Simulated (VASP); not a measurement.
# Si2Ge2Ir (Immm) in VASP: relaxation of cell and atoms with PBE

Aim: the relaxation of cell and atoms of Si2Ge2Ir with PBE.

All numbers are computed with VASP 6.6.1; they aren't measurements. Logs are shortened: lines on timing, memory, paths and dates and some standing lists are left out, and cuts for length are marked.

## 1. The cell of the first run

Symmetry: Immm, No. 71, orthorhombic system. Conventional cell: a = 3.994 Å, b = 5.195 Å, c = 8.061 Å, α = 90.00°, β = 90.00°, γ = 90.00°. Within 3.7 Å of Si (site symmetry mm2) lie 6 Ge at 2.80 to 2.82 Å and 4 Ir at 3.08 to 3.10 Å and 5 Si at 3.32 to 3.35 Å. Within 3.0 Å of Ge (site symmetry m2m) lie 2 Ge at 2.23 to 2.97 Å and 2 Ir at 2.49 Å and 6 Si at 2.80 to 2.82 Å. Ir (site symmetry mmm) has 4 Ge at 2.49 Å and 8 Si at 3.08 to 3.10 Å within 3.3 Å.

The cell was generated, and may not be a known phase.

## 2. Relaxation of cell and atoms, PBE

Input file INCAR:

```
ALGO     = Normal         # electronic algorithm
EDIFF    = 1E-7           # SCF threshold, eV
EDIFFG   = -0.08          # ionic threshold
ENCUT    = 500            # plane-wave cutoff, eV
GGA      = PE             # functional
GGA_COMPAT= F            
IBRION   = 2              # ionic algorithm
ISIF     = 3              # what is computed and relaxed
ISMEAR   = 0              # smearing method
LASPH    = T              # aspherical terms in the spheres
LCHARG   = F              # write CHGCAR
LREAL    = F              # projectors in reciprocal space
LWAVE    = F              # write WAVECAR
NELM     = 120            # most SCF steps
NELMIN   = 4            
NSW      = 36             # ionic steps
PREC     = Accurate       # precision mode
SIGMA    = 0.2            # smearing width, eV
```

Input file KPOINTS:

```
k-points
0
Gamma
  5 5 5
```

Input file POSCAR:

```
Si2Ge2Ir
1.0
   -1.9971337400      2.5975330400      4.0303755100
    1.9971337400     -2.5975330400      4.0303755100
    1.9971337400      2.5975330400     -4.0303755100
Si Ge Ir
2 2 1
Direct
    0.2941896500      0.7941896500      0.5000000000
    0.7058103500      0.2058103500      0.5000000000
    0.7141936600      0.5000000000      0.2141936600
    0.2858063400      0.5000000000      0.7858063400
    0.0000000000      0.0000000000      0.0000000000
```

Potentials or basis: VASP PAW PBE potentials, release 64 (Si, Ge_d, Ir).

Run with:

```console
$ cat potpaw_PBE.64/Si/POTCAR potpaw_PBE.64/Ge_d/POTCAR potpaw_PBE.64/Ir/POTCAR > POTCAR
$ mpirun -np 1 vasp_std > vasp.out
```

OUTCAR:

```text
EDIFF = 1E-7
   EDIFFG = -0.08
   ENCUT = 500
   GGA = PE
   IBRION = 2
   ISIF = 3
   ISMEAR = 0
   LASPH = T
   LREAL = F
   NELM = 120
   NELMIN = 4
   NSW = 36
   PREC = Accurate

 ion  position               nearest neighbor table
   1  0.294  0.794  0.500-   4 2.80   3 2.80   4 2.82   3 2.82   4 2.82   3 2.82   5 3.08   5 3.08
                             5 3.10   5 3.10
   2  0.706  0.206  0.500-   4 2.80   3 2.80   4 2.82   3 2.82   3 2.82   4 2.82   5 3.08   5 3.08
                             5 3.10   5 3.10
   3  0.714  0.500  0.214-   4 2.23   5 2.49   5 2.49   1 2.80   2 2.80   1 2.82   2 2.82   2 2.82
                             1 2.82
   4  0.286  0.500  0.786-   3 2.23   5 2.49   5 2.49   1 2.80   2 2.80   2 2.82   1 2.82   1 2.82
                             2 2.82
   5  0.000  0.000  0.000-   3 2.49   4 2.49   4 2.49   3 2.49   2 3.08   1 3.08   2 3.08   1 3.08
                             1 3.10   2 3.10   1 3.10   2 3.10

  LATTYP: Found a body centered orthorhombic cell.
 ALAT       =     3.9942674800
 B/A-ratio  =     1.3006304926
 C/A-ratio  =     2.0180799259

  Lattice vectors:

 A1 = (  -1.9971337400,   2.5975330400,   4.0303755100)
 A2 = (   1.9971337400,  -2.5975330400,   4.0303755100)
 A3 = (   1.9971337400,   2.5975330400,  -4.0303755100)

Analysis of symmetry for initial positions (statically):
=====================================================================
 Subroutine PRICEL returns:
 Original cell was already a primitive cell.

 Routine SETGRP: Setting up the symmetry group for a
 body centered orthorhombic supercell.

 Subroutine GETGRP returns: Found  8 space group operations
 (whereof  8 operations were pure point group operations)
 out of a pool of  8 trial point group operations.

The static configuration has the point symmetry D_2h.

Analysis of symmetry for dynamics (positions and initial velocities):
=====================================================================
 Subroutine PRICEL returns:
 Original cell was already a primitive cell.

 Routine SETGRP: Setting up the symmetry group for a
 body centered orthorhombic supercell.

 Subroutine GETGRP returns: Found  8 space group operations
 (whereof  8 operations were pure point group operations)
 out of a pool of  8 trial point group operations.

The dynamic configuration has the point symmetry D_2h.

 Subroutine INISYM returns: Found  8 space group operations
 (whereof  8 operations are pure point group operations),
 and found     1 'primitive' translations

----------------------------------------------------------------------------------------

                                     Primitive cell

  volume of cell :      83.6322

  direct lattice vectors                    reciprocal lattice vectors
    -1.997133740  2.597533040  4.030375510     0.000000000  0.192490333  0.124057919
     1.997133740 -2.597533040  4.030375510     0.250358797  0.000000000  0.124057919
     1.997133740  2.597533040 -4.030375510     0.250358797  0.192490333  0.000000000

  length of vectors
     5.194193664  5.194193664  5.194193664     0.229004139  0.279409904  0.315803824

  position of ions in fractional coordinates (direct lattice)
     0.294189650  0.794189650  0.500000000
     0.705810350  0.205810350  0.500000000
     0.714193660  0.500000000  0.214193660
     0.285806340  0.500000000  0.785806340
     0.000000000  0.000000000  0.000000000

  ion indices of the primitive-cell ions
   primitive index   ion index
                 1           1
                 2           2
                 3           3
                 4           4
                 5           5

----------------------------------------------------------------------------------------

 KPOINTS: k-points

Automatic generation of k-mesh.
 Grid dimensions read from file:
 generate k-points for:    5    5    5

 Generating k-lattice:

  Cartesian coordinates                     Fractional coordinates (reciprocal lattice)
     0.000000000  0.038498067  0.024811584     0.200000000 -0.000000000  0.000000000
     0.050071759  0.000000000  0.024811584     0.000000000  0.200000000  0.000000000
     0.050071759  0.038498067  0.000000000     0.000000000 -0.000000000  0.200000000

  Length of vectors
     0.045800828  0.055881981  0.063160765

  Shift w.r.t. Gamma in fractional coordinates (k-lattice)
     0.000000000  0.000000000  0.000000000

 Subroutine IBZKPT returns following result:
 ===========================================

 Found     27 irreducible k-points:

 Following reciprocal coordinates:
            Coordinates               Weight
  0.000000  0.000000  0.000000      1.000000
  0.200000 -0.000000  0.000000      4.000000
  0.400000  0.000000  0.000000      4.000000
 -0.000000  0.200000  0.000000      4.000000
  0.200000  0.200000  0.000000      8.000000
  0.400000  0.200000  0.000000      8.000000
[... 16 lines left out ...]
 -0.400000 -0.200000  0.200000      4.000000
 -0.200000 -0.200000  0.200000      2.000000
 [... further k-points ...]
   k-points           NKPTS =     27   k-points in BZ     NKDIM =     27   number of bands    NBANDS=     27
   number of dos      NEDOS =    301   number of ions     NIONS =      5
   total plane-waves  NPLWV =  64000
   dimension x,y,z NGX =    40 NGY =   40 NGZ =   40
   dimension x,y,z NGXF=    80 NGYF=   80 NGZF=   80
   ions per type =               2   2   1
   NGX,Y,Z   is equivalent  to a cutoff of  12.80, 12.80, 12.80 a.u.
   NGXF,Y,Z  is equivalent  to a cutoff of  25.60, 25.60, 25.60 a.u.
 SYSTEM =  unknown system
   PREC   = accura    normal or accurate (medium, high low for compatibility)
   ISTART =      0    job   : 0-new  1-cont  2-samecut
   ICHARG =      2    charge: 1-file 2-atom 10-const
   ISPIN  =      1    spin polarized calculation?
   LNONCOLLINEAR =      F non collinear calculations
   LSORBIT =      F    spin-orbit coupling
   LASPH  =      T    aspherical Exc in radial PAW
   ENCUT  =  500.0 eV  36.75 Ry    6.06 a.u.   9.47  9.47  9.47*2*pi/ulx,y,z
   NELM   =    120;   NELMIN=  4; NELMDL= -5     # of ELM steps
   EDIFF  = 0.1E-06   stopping-criterion for ELM
   LREAL  =      F    real-space projection
   EDIFFG = -.8E-01   stopping-criterion for IOM
   NSW    =     36    number of steps for IOM
   IBRION =      2    ionic relax: 0-MD 1-quasi-New 2-CG
   NFREE  =      1    steps in history (QN), initial steepest desc. (CG)
   ISIF   =      3    stress and relaxation
   ISYM   =      2    0-nonsym 1-usesym 2-fastsym
   POTIM  = 0.5000    time-step for ionic-motion
   TEBEG  =    0.0;   TEEND  =   0.0 temperature during run
   PSTRESS=    0.0 pullay stress
   NELECT =      45.0000    total number of electrons
   NUPDOWN=      -1.0000    fix difference up-down
   EMIN   =  10.00;   EMAX   =-10.00  energy-range for DOS
   EFERMI =   0.00;   METHOD = LEGACY
   ISMEAR =     0;   SIGMA  =   0.20  broadening in eV -4-tet -1-fermi 0-gaus
   EFERMI_NEDOS =   21; number of points for ismear=-14 and -15
   IALGO  =     38    algorithm
   IMIX   =      4    mixing-type and parameters
     AMIX     =   0.40;   BMIX     =  1.00
     AMIX_MAG =   1.60;   BMIX_MAG =  1.00
  volume/ion in A,a.u.               =      16.73       112.88
  Fermi-wavevector in a.u.,A,eV,Ry     =   1.331541  2.516247 24.123136  1.773000
  Thomas-Fermi vector in A             =   2.460544
   LORBIT       =      0    0 simple, 1 ext, 2 COOP (PROOUT), +10 PAW based schemes
   GGA     = PE    functional components
   LHFCALC =     F    Hartree Fock is set to
   AEXX    =    0.0000 exact exchange contribution
   IVDW    =     0    specifies the selected vdW correction
   LEPSILON=     F    determine dielectric tensor
   LRPA    =     F    only Hartree local field effects (RPA)
 conjugate gradient relaxation of ions
 non-spin polarized calculation
 Gauss-broadening in eV      SIGMA  =   0.20
  energy-cutoff  :      500.00
  volume of cell :       83.63
 maximum number of plane-waves:      2148
 NGX is ok and might be reduce to    40
   NGX = 19   NGY = 19   NGZ = 19

--------------------------------------- Ionic step        1  -------------------------------------------

 number of electron      45.0000009 magnetization

 Free energy of the ion-electron system (eV)
  ---------------------------------------------------
  ext. energy  EPLUGINS =         0.00000000
  ---------------------------------------------------
  free energy    TOTEN  =       -25.55313777 eV

  energy without entropy =      -25.48403989  energy(sigma->0) =      -25.51858883

------------------------ aborting loop because EDIFF is reached ----------------------------------------

  FORCE on cell =-STRESS in cart. coord.  units (eV):
  Direction    XX          YY          ZZ          XY          YZ          ZX
  --------------------------------------------------------------------------------------
  -------------------------------------------------------------------------------------
  Total        4.1557976      7.1909086     -0.2015610      0.0000000      0.0000000      0.0000000
  in kB       79.6143285    137.7592022     -3.8613873      0.0000000      0.0000000      0.0000000
  external PRESSURE =      71.1707145 kB  Pullay stress =       0.0000000 kB
[... 98 lines left out ...]
  FREE ENERGIE OF THE ION-ELECTRON SYSTEM (eV)
  ---------------------------------------------------
  free  energy   TOTEN  =       -25.9031215828 eV

  energy  without entropy=      -25.8362533349  energy(sigma->0) =      -25.86968746

[... ionic steps 4 to 32 ...]

--------------------------------------- Ionic step       33  -------------------------------------------

 number of electron      45.0000009 magnetization

------------------------ aborting loop because EDIFF is reached ----------------------------------------
[... 73 lines left out ...]
--------------------------------------- Ionic step       35  -------------------------------------------

 number of electron      45.0000008 magnetization

 Free energy of the ion-electron system (eV)
  ---------------------------------------------------
  ext. energy  EPLUGINS =         0.00000000
  ---------------------------------------------------
  free energy    TOTEN  =       -28.03867823 eV

  energy without entropy =      -27.99518608  energy(sigma->0) =      -28.01693216

 E-fermi :   8.0682     XC(G=0): -11.5371

 val. band max:        8.0622355520   @ k =   0.4000   0.4000   0.0000
 cond. band min:       8.1131280621   @ k =   0.2000   0.2000   0.0000
 fundamental gap:      0.0508925102
 Fermi energy:         8.0682457387

 k-point     1 :       0.0000    0.0000    0.0000
  band No.  band energies     occupation
      1     -16.6081      2.00000
      2     -16.5944      2.00000
      3     -16.5485      2.00000
      4     -16.5470      2.00000
      5     -16.5344      2.00000
      6     -16.5236      2.00000
[... 709 lines left out ...]
     26      12.9129      0.00000
     27      13.1527      0.00000

 [... further k-points ...]

------------------------ aborting loop because EDIFF is reached ----------------------------------------

  FORCE on cell =-STRESS in cart. coord.  units (eV):
  Direction    XX          YY          ZZ          XY          YZ          ZX
  --------------------------------------------------------------------------------------
  -------------------------------------------------------------------------------------
  Total       -0.1166438      0.1560803     -0.0858630      0.0000000      0.0000000      0.0000000
  in kB       -2.2572198      3.0203716     -1.6615679      0.0000000      0.0000000      0.0000000
  external PRESSURE =      -0.2994721 kB  Pullay stress =       0.0000000 kB
[... 20 lines left out ...]
  FREE ENERGIE OF THE ION-ELECTRON SYSTEM (eV)
  ---------------------------------------------------
  free  energy   TOTEN  =       -28.0386782284 eV

  energy  without entropy=      -27.9951860845  energy(sigma->0) =      -28.01693216

 reached required accuracy - stopping structural energy minimisation
```

Wall time 57 min (1 thread of Intel Xeon 8259CL, shared host); peak memory 0.3 GiB.

What came out:

```yaml
Free_energy: -28.0387 eV
Relaxed_volume: 16.56 Å³/atom
Relaxed_cell: a = 5.519 Å, b = 5.519 Å, c = 5.519 Å, α = 149.29°, β = 94.14°, γ = 93.90°
Space_group_after_relaxing_to_0.1_Å: Immm (No. 71)
Energy_gained_by_relaxing: 497.1 meV/atom
Ionic_steps: 35
Pressure_after_relaxing: 0.0 GPa
Largest_force_after_relaxing: 0.050 eV/Å
Band_gap_on_the_k_mesh: zero (an odd number of electrons rules out a gap without spin polarisation)
```

Forces in eV/Å, atoms in the order of the input:
```
Si   0.000  0.000  0.050
Si   0.000  0.000 -0.050
Ge   0.000  0.000  0.000
Ge   0.000  0.000  0.000
Ir   0.000  0.000  0.000
```

Step by step:
```csv
step,energy change (eV),largest force (eV/Å),pressure (GPa),volume (Å³)
1,0.0000,2.2161,7.12,83.63
2,-0.3093,0.4352,-4.56,92.84
3,-0.3500,0.4487,-1.98,89.92
4,-0.4404,0.4972,-0.53,87.96
5,-0.5391,0.8122,3.30,84.09
6,-0.5841,0.7231,2.67,84.21
7,-0.6532,0.5647,1.39,84.44
8,-0.6545,0.5555,1.27,84.46
9,-0.6935,0.3867,0.27,85.14
10,-0.7750,0.5434,-2.43,87.14
11,-0.8119,0.9230,-6.45,91.04
12,-0.8159,0.8144,-5.28,89.75
13,-0.8367,0.8302,-5.22,89.73
14,-0.8977,0.8665,-5.05,89.65
15,-1.0106,0.9169,-4.30,89.40
16,-1.2796,1.1099,-2.89,88.55
17,-1.5424,1.6537,4.61,85.40
18,-1.5703,1.3126,0.90,86.72
19,-1.5823,1.2922,2.18,86.23
20,-1.6721,1.7866,2.54,86.91
21,-1.6474,2.6410,3.69,87.29
22,-1.6813,2.0556,2.81,87.05
23,-1.8467,1.8940,-0.20,88.65
24,-1.9086,1.6180,-2.48,90.08
25,-2.0363,1.3634,-2.47,88.93
26,-2.3058,0.6213,-1.61,85.56
27,-2.1820,1.2536,5.83,79.07
28,-2.3764,0.5464,0.07,83.27
29,-2.4562,0.4511,0.55,82.56
30,-2.4601,0.4423,0.75,82.35
31,-2.4767,0.2357,-0.25,83.02
32,-2.4801,0.1004,-0.95,83.51
33,-2.4843,0.1299,0.36,82.67
34,-2.4844,0.1183,0.16,82.79
35,-2.4855,0.0504,-0.03,82.79
```

Final structure:
```
CELL_PARAMETERS angstrom
-1.46148 3.75912 3.76755
1.46148 -3.75912 3.76755
1.46148 3.75912 -3.76755
ATOMIC_POSITIONS crystal
Si 0.27226 0.77226 0.50000
Si 0.72774 0.22774 0.50000
Ge 0.69652 0.50000 0.19652
Ge 0.30348 0.50000 0.80348
Ir 0.00000 0.00000 0.00000
```

Caveat: spin-orbit coupling is left out, which moves the levels of the heavy elements; the relaxation stopped at a loose force limit of 0.08 eV/Å, so its end isn't a converged minimum.

The gap in the log of VASP goes by the Fermi energy; the results here count the filled bands.